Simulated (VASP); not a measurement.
# InPd (R3m) in VASP: further runs, part 2 of 2

VASP 6.6.1. The steps go on from the part before.

## Step 3: Electric field gradients, PBE (shortest bond scaled by 0.58)

File INCAR:

```
ALGO = Normal ; EDIFF = 1E-8
ENCUT = 470 ; GGA = PE
GGA_COMPAT = F ; ISIF = 2
ISMEAR = -1 ; LASPH = T
LCHARG = F ; LEFG = T
LREAL = F ; LWAVE = F
NBANDS = 22 ; NELM = 120
PREC = Accurate ; SIGMA = 0.05
```

File KPOINTS:

```
k-points
0
Gamma
  9 9 9
```

File POSCAR:

```
InPd
1.0
    3.2718847800      0.0000000000      0.0000000000
    0.0000000000      3.2718847800      0.0000000000
    0.0000000000      0.0000000000      3.2718847800
In Pd
1 1
Direct
   -0.1050000000     -0.1050000000     -0.1050000000
    0.6050000000      0.6050000000      0.6050000000
```

Potentials or basis: VASP PAW PBE potentials, release 64 (In_d, Pd_sv_GW).

Started as:

```
> cat potpaw_PBE.64/In_d/POTCAR potpaw_PBE.64/Pd_sv_GW/POTCAR > POTCAR
> mpirun -np 1 vasp_std > vasp.out
```

OUTCAR:

```text
EDIFF = 1E-8
   ENCUT = 470
   GGA = PE
   ISIF = 2
   ISMEAR = -1
   LASPH = T
   LREAL = F
   NELM = 120
   PREC = Accurate

 ion  position               nearest neighbor table
   1  0.895  0.895  0.895-   2 1.64   2 2.68   2 2.68   2 2.68
   2  0.605  0.605  0.605-   1 1.64   1 2.68   1 2.68   1 2.68

 -----------------------------------------------------------------------------
|                                                                             |
|           W    W    AA    RRRRR   N    N  II  N    N   GGGG   !!!           |
|           W    W   A  A   R    R  NN   N  II  NN   N  G    G  !!!           |
|           W    W  A    A  R    R  N N  N  II  N N  N  G       !!!           |
|           W WW W  AAAAAA  RRRRR   N  N N  II  N  N N  G  GGG   !            |
|           WW  WW  A    A  R   R   N   NN  II  N   NN  G    G                |
|           W    W  A    A  R    R  N    N  II  N    N   GGGG   !!!           |
|                                                                             |
|     The distance between some ions is very small. Please check the          |
|     nearest-neighbor list in the OUTCAR file.                               |
|     I HOPE YOU KNOW WHAT YOU ARE DOING!                                     |
|                                                                             |
 -----------------------------------------------------------------------------

  LATTYP: Found a simple cubic cell.
 ALAT       =     3.2718847800

  Lattice vectors:

 A1 = (   3.2718847800,   0.0000000000,   0.0000000000)
 A2 = (   0.0000000000,   3.2718847800,   0.0000000000)
 A3 = (   0.0000000000,   0.0000000000,   3.2718847800)

Analysis of symmetry for initial positions (statically):
=====================================================================
 Subroutine PRICEL returns:
 Original cell was already a primitive cell.

 Routine SETGRP: Setting up the symmetry group for a
 simple cubic supercell.

 Subroutine GETGRP returns: Found  6 space group operations
 (whereof  6 operations were pure point group operations)
 out of a pool of 48 trial point group operations.

The static configuration has the point symmetry C_3v.

Analysis of symmetry for dynamics (positions and initial velocities):
=====================================================================
 Subroutine PRICEL returns:
 Original cell was already a primitive cell.

 Routine SETGRP: Setting up the symmetry group for a
 simple cubic supercell.

 Subroutine GETGRP returns: Found  6 space group operations
 (whereof  6 operations were pure point group operations)
 out of a pool of 48 trial point group operations.

The dynamic configuration has the point symmetry C_3v.

 Subroutine INISYM returns: Found  6 space group operations
 (whereof  6 operations are pure point group operations),
 and found     1 'primitive' translations

----------------------------------------------------------------------------------------

                                     Primitive cell

  volume of cell :      35.0263

  direct lattice vectors                    reciprocal lattice vectors
     3.271884780  0.000000000  0.000000000     0.305634234  0.000000000  0.000000000
     0.000000000  3.271884780  0.000000000     0.000000000  0.305634234  0.000000000
     0.000000000  0.000000000  3.271884780     0.000000000  0.000000000  0.305634234

[... 92 lines left out ...]
   TEBEG  =    0.0;   TEEND  =   0.0 temperature during run
   PSTRESS=    0.0 pullay stress
   NELECT =      31.0000    total number of electrons
   NUPDOWN=      -1.0000    fix difference up-down
   EMIN   =  10.00;   EMAX   =-10.00  energy-range for DOS
   EFERMI =   0.00;   METHOD = LEGACY
   ISMEAR =    -1;   SIGMA  =   0.05  broadening in eV -4-tet -1-fermi 0-gaus
   EFERMI_NEDOS =   21; number of points for ismear=-14 and -15
   IALGO  =     38    algorithm
   IMIX   =      4    mixing-type and parameters
     AMIX     =   0.40;   BMIX     =  1.00
     AMIX_MAG =   1.60;   BMIX_MAG =  1.00
  volume/ion in A,a.u.               =      17.51       118.18
  Fermi-wavevector in a.u.,A,eV,Ry     =   1.571800  2.970272 33.613962  2.470556
  Thomas-Fermi vector in A             =   2.673330
   LORBIT       =      0    0 simple, 1 ext, 2 COOP (PROOUT), +10 PAW based schemes
   GGA     = PE    functional components
   LHFCALC =     F    Hartree Fock is set to
   AEXX    =    0.0000 exact exchange contribution
   IVDW    =     0    specifies the selected vdW correction
   LEPSILON=     F    determine dielectric tensor
   LRPA    =     F    only Hartree local field effects (RPA)
 non-spin polarized calculation
  energy-cutoff  :      470.00
  volume of cell :       35.03
 maximum number of plane-waves:       820
   NGX = 11   NGY = 11   NGZ = 11

 number of electron      30.9999992 magnetization

 Free energy of the ion-electron system (eV)
  ---------------------------------------------------
  ext. energy  EPLUGINS =         0.00000000
  ---------------------------------------------------
  free energy    TOTEN  =         9.23333807 eV

  energy without entropy =        9.23692268  energy(sigma->0) =        9.23513037

 E-fermi :  10.1995     XC(G=0): -11.9850

 val. band max:       10.1838071117   @ k =   0.4444   0.4444   0.4444
 cond. band min:      10.3050955106   @ k =  -0.2222   0.3333   0.0000
 fundamental gap:      0.1212883989
 Fermi energy:        10.1994514947

 k-point     1 :       0.0000    0.0000    0.0000
  band No.  band energies     occupation
      1     -75.5559      2.00000
      2     -42.5300      2.00000
      3     -41.0720      2.00000
      4     -41.0720      2.00000
      5      -6.7107      2.00000
      6      -6.7107      2.00000
[... 589 lines left out ...]
     21      23.0779      0.00000
     22      24.8717      0.00000

 [... further k-points ...]
[... 5 lines left out ...]
  --------------------------------------------------------------------------------------
  -------------------------------------------------------------------------------------
  Total       34.7882816     34.7882816     34.7882816     31.7300596     31.7300596     31.7300596
  in kB     1591.2908124   1591.2908124   1591.2908124   1451.4011614   1451.4011614   1451.4011614
  external PRESSURE =    1591.2908124 kB  Pullay stress =       0.0000000 kB

 VOLUME and BASIS-vectors are now :
 -----------------------------------------------------------------------------
  energy-cutoff  :      470.00
  volume of cell :       35.03
      direct lattice vectors                 reciprocal lattice vectors
     3.271884780  0.000000000  0.000000000     0.305634234  0.000000000  0.000000000
     0.000000000  3.271884780  0.000000000     0.000000000  0.305634234  0.000000000
     0.000000000  0.000000000  3.271884780     0.000000000  0.000000000  0.305634234

 POSITION                                       TOTAL-FORCE (eV/Angst)
 -----------------------------------------------------------------------------------
      2.92834      2.92834      2.92834        34.147022     34.147022     34.147022
      1.97949      1.97949      1.97949       -34.147022    -34.147022    -34.147022
 -----------------------------------------------------------------------------------
    total drift:                               -0.000311     -0.000311     -0.000312

  FREE ENERGIE OF THE ION-ELECTRON SYSTEM (eV)
  ---------------------------------------------------
  free  energy   TOTEN  =         9.2333380670 eV

  energy  without entropy=        9.2369226817  energy(sigma->0) =        9.23513037

 Electric field gradients (V/A^2)
---------------------------------------------------------------------
 ion       V_xx      V_yy      V_zz      V_xy      V_xz      V_yz
---------------------------------------------------------------------
   1       0.000     0.000    -0.000   -96.461   -96.461   -96.461
   2      -0.000    -0.000     0.000    31.668    31.668    31.668
---------------------------------------------------------------------

 Electric field gradients after diagonalization (V/A^2)
 (convention: |V_zz| > |V_xx| > |V_yy|)
----------------------------------------------------------------------
 ion       V_xx      V_yy      V_zz     asymmetry (V_yy - V_xx)/ V_zz
----------------------------------------------------------------------
   1      96.461    96.461  -192.922       0.000
   2     -31.668   -31.668    63.336       0.000
----------------------------------------------------------------------

           NMR quadrupolar parameters

 Cq : quadrupolar parameter    Cq=e*Q*V_zz/h
 eta: asymmetry parameters     (V_yy - V_xx)/ V_zz
 Q  : nuclear electric quadrupole moment in mb (millibarn)
----------------------------------------------------------------------
 ion       Cq(MHz)       eta       Q (mb)
----------------------------------------------------------------------
   1      -0.466       0.000       1.000
   2       0.153       0.000       1.000
----------------------------------------------------------------------
```

Wall time 53 s (1 thread of AMD EPYC 7R13 (Zen 3), shared host); peak memory 0.17 GiB.

Results:

| Quantity | Value |
| --- | --- |
| Free energy | 9.2333 eV |
| Pressure | 159.1 GPa |
| Largest force | 59.144 eV/Å |
| Band gap on the k mesh | zero (an odd number of electrons rules out a gap without spin polarisation) |
| Largest electric field gradient by atom | In -192.9; Pd +63.3 V/Å² |

Forces on the atoms (eV/Å):
```
In   34.147  34.147  34.147
Pd  -34.147 -34.147 -34.147
```

Electric field gradients, principal values (V/Å²):
| atom | least | middle | greatest (by size) |
| --- | --- | --- | --- |
| 1 In | 96.461 | 96.461 | -192.922 |
| 2 Pd | -31.668 | -31.668 | 63.336 |

Caveat: the cell differs from its parent crystal (shortest bond scaled by 0.58); atoms lie so close that the PAW spheres overlap strongly, which falsifies energies and pressures; the cell stands under pressure; without QUAD_EFG the Cq values of the log hold for a quadrupole moment of 1 mb, not for the nuclei; spin-orbit coupling is left out, which moves the levels of the heavy elements; forces of over 1 eV/Å act on the atoms, so gaps and moduli don't describe the material at rest.

## Step 4: Electric field gradients, PBE (shortest bond scaled by 0.82)

File INCAR:

```
SYSTEM = InPd
  PREC = Accurate
  ENCUT = 470
  EDIFF = 1E-8
  ISMEAR = -1
  SIGMA = 0.05
  LREAL = .False.
  LASPH = .True.
  NELM = 120
  ALGO = Normal
  ISIF = 2
  LWAVE = .False.
  LCHARG = .False.
  GGA = PE
  LEFG = .True.
  NBANDS = 22
  GGA_COMPAT = .False.
```

File KPOINTS:

```
regular mesh
0
Gamma
  9 9 9
  0 0 0
```

File POSCAR:

```
InPd
1.0
    3.2718847800      0.0000000000      0.0000000000
    0.0000000000      3.2718847800      0.0000000000
    0.0000000000      0.0000000000      3.2718847800
In Pd
1 1
Direct
   -0.0450000000     -0.0450000000     -0.0450000000
    0.5450000000      0.5450000000      0.5450000000
```

Potentials or basis: VASP PAW PBE potentials, release 64 (In_d, Pd_sv_GW).

Started as:

```
> cat potpaw_PBE.64/In_d/POTCAR potpaw_PBE.64/Pd_sv_GW/POTCAR > POTCAR
> mpirun -np 1 vasp_std > vasp.out
```

OUTCAR:

```text
SYSTEM = InPd
   PREC = Accurate
   ENCUT = 470
   EDIFF = 1E-8
   ISMEAR = -1
   LREAL = .False.
   LASPH = .True.
   NELM = 120
   ISIF = 2
   GGA = PE

 ion  position               nearest neighbor table
   1  0.955  0.955  0.955-   2 2.32   2 2.71   2 2.71   2 2.71   2 3.04   2 3.04   2 3.04   2 3.34

   2  0.545  0.545  0.545-   1 2.32   1 2.71   1 2.71   1 2.71   1 3.04   1 3.04   1 3.04   1 3.34

  LATTYP: Found a simple cubic cell.
 ALAT       =     3.2718847800

  Lattice vectors:

 A1 = (   3.2718847800,   0.0000000000,   0.0000000000)
 A2 = (   0.0000000000,   3.2718847800,   0.0000000000)
 A3 = (   0.0000000000,   0.0000000000,   3.2718847800)

Analysis of symmetry for initial positions (statically):
=====================================================================
 Subroutine PRICEL returns:
 Original cell was already a primitive cell.

 Routine SETGRP: Setting up the symmetry group for a
 simple cubic supercell.

 Subroutine GETGRP returns: Found  6 space group operations
 (whereof  6 operations were pure point group operations)
 out of a pool of 48 trial point group operations.

The static configuration has the point symmetry C_3v.

Analysis of symmetry for dynamics (positions and initial velocities):
=====================================================================
 Subroutine PRICEL returns:
 Original cell was already a primitive cell.

 Routine SETGRP: Setting up the symmetry group for a
 simple cubic supercell.

 Subroutine GETGRP returns: Found  6 space group operations
 (whereof  6 operations were pure point group operations)
 out of a pool of 48 trial point group operations.

The dynamic configuration has the point symmetry C_3v.

[... 147 lines left out ...]
 val. band max:        9.9983279884   @ k =  -0.3333   0.3333   0.0000
 cond. band min:      10.0568061430   @ k =   0.3333   0.2222   0.0000
 fundamental gap:      0.0584781546
 Fermi energy:        10.0332206699

 k-point     1 :       0.0000    0.0000    0.0000
  band No.  band energies     occupation
      1     -74.6937      2.00000
      2     -40.5418      2.00000
      3     -40.4204      2.00000
      4     -40.4204      2.00000
      5      -5.0532      2.00000
      6      -5.0532      2.00000
[... 589 lines left out ...]
     21      21.9901      0.00000
     22      23.8302      0.00000

 [... further k-points ...]
[... 5 lines left out ...]
  --------------------------------------------------------------------------------------
  -------------------------------------------------------------------------------------
  Total        3.8563528      3.8563528      3.8563528      2.5880309      2.5880309      2.5880309
  in kB      176.3978704    176.3978704    176.3978704    118.3821010    118.3821010    118.3821010
  external PRESSURE =     176.3978704 kB  Pullay stress =       0.0000000 kB

 VOLUME and BASIS-vectors are now :
 -----------------------------------------------------------------------------
  energy-cutoff  :      470.00
  volume of cell :       35.03
      direct lattice vectors                 reciprocal lattice vectors
     3.271884780  0.000000000  0.000000000     0.305634234  0.000000000  0.000000000
     0.000000000  3.271884780  0.000000000     0.000000000  0.305634234  0.000000000
     0.000000000  0.000000000  3.271884780     0.000000000  0.000000000  0.305634234

 POSITION                                       TOTAL-FORCE (eV/Angst)
 -----------------------------------------------------------------------------------
      3.12465      3.12465      3.12465         2.536666      2.536666      2.536666
      1.78318      1.78318      1.78318        -2.536666     -2.536666     -2.536666
 -----------------------------------------------------------------------------------
    total drift:                               -0.000130     -0.000130     -0.000131

  FREE ENERGIE OF THE ION-ELECTRON SYSTEM (eV)
  ---------------------------------------------------
  free  energy   TOTEN  =        -6.4552307299 eV

  energy  without entropy=       -6.4479890419  energy(sigma->0) =       -6.45160989

 Electric field gradients (V/A^2)
---------------------------------------------------------------------
 ion       V_xx      V_yy      V_zz      V_xy      V_xz      V_yz
---------------------------------------------------------------------
   1      -0.000    -0.000    -0.000   -20.171   -20.171   -20.171
   2       0.000    -0.000    -0.000    -0.985    -0.985    -0.985
---------------------------------------------------------------------

 Electric field gradients after diagonalization (V/A^2)
 (convention: |V_zz| > |V_xx| > |V_yy|)
----------------------------------------------------------------------
 ion       V_xx      V_yy      V_zz     asymmetry (V_yy - V_xx)/ V_zz
----------------------------------------------------------------------
   1      20.171    20.171   -40.341       0.000
   2       0.985     0.985    -1.969       0.000
----------------------------------------------------------------------

           NMR quadrupolar parameters

 Cq : quadrupolar parameter    Cq=e*Q*V_zz/h
 eta: asymmetry parameters     (V_yy - V_xx)/ V_zz
 Q  : nuclear electric quadrupole moment in mb (millibarn)
----------------------------------------------------------------------
 ion       Cq(MHz)       eta       Q (mb)
----------------------------------------------------------------------
   1      -0.098       0.000       1.000
   2      -0.005       0.000       1.000
----------------------------------------------------------------------
```

stdout:

```text
POSCAR found type information on POSCAR InPd
 POSCAR found :  2 types and       2 ions
 scaLAPACK will be used
 LDA part: xc-table for (Slater+PW92), standard interpolation
 POSCAR, INCAR and KPOINTS ok, starting setup
 FFT: planning ... GRIDC
 FFT: planning ... GRID_SOFT
 FFT: planning ... GRID
 WAVECAR not read
 entering main loop
ion   1

ion   2
```

Run time: 45 s. Hardware: 1 thread of Intel Xeon Platinum 8488C (Sapphire Rapids), shared host; peak memory 0.2 GiB.

Results:

```yaml
Free_energy: -6.4552 eV
Pressure: 17.6 GPa
Largest_force: 4.394 eV/Å
Band_gap_on_the_k_mesh: zero (an odd number of electrons rules out a gap without spin polarisation)
Largest_electric_field_gradient_by_atom: In -40.3; Pd -2.0 V/Å²
```

Forces in eV/Å, atoms in the order of the input:
```
In   2.537  2.537  2.537
Pd  -2.537 -2.537 -2.537
```

Electric field gradients, principal values (V/Å²):
| atom | least | middle | greatest (by size) |
| --- | --- | --- | --- |
| 1 In | 20.171 | 20.171 | -40.341 |
| 2 Pd | 0.985 | 0.985 | -1.969 |

Caveat: the cell differs from its parent crystal (shortest bond scaled by 0.82); the cell stands under pressure; without QUAD_EFG the Cq values of the log hold for a quadrupole moment of 1 mb, not for the nuclei; spin-orbit coupling is left out, which moves the levels of the heavy elements; forces of over 1 eV/Å act on the atoms, so gaps and moduli don't describe the material at rest.

## Step 5: Summary

```csv
cell,gap on the mesh (eV),pressure (GPa),largest force (eV/Å)
"as given, shortest bond scaled by 0.7",none,61.8,18.33
"as given, shortest bond scaled by 0.58",none,159.1,59.14
"as given, shortest bond scaled by 0.82",none,17.6,4.39
```

Some of these runs hold the atoms at other places in the same cell, which the table doesn't show; runs alike in all that it shows share one row.

Alike in all rows: task electric field gradients; level PBE; potentials or basis VASP PAW PBE potentials, release 64 (In_d, Pd_sv_GW); no spin polarisation; k mesh 9 × 9 × 9; cutoff (eV) 470; smearing fermi-dirac 0.05 eV.

Caveats: the cell stands under pressure; spin-orbit coupling is left out, which moves the levels of the heavy elements; forces of over 1 eV/Å act on the atoms, so gaps and moduli don't describe the material at rest; atoms lie so close that the PAW spheres overlap strongly, which falsifies energies and pressures (at least some runs).

Absolute energies hang on the potentials; compare differences alone.

The gap in the log of VASP goes by the Fermi energy; the results here count the filled bands.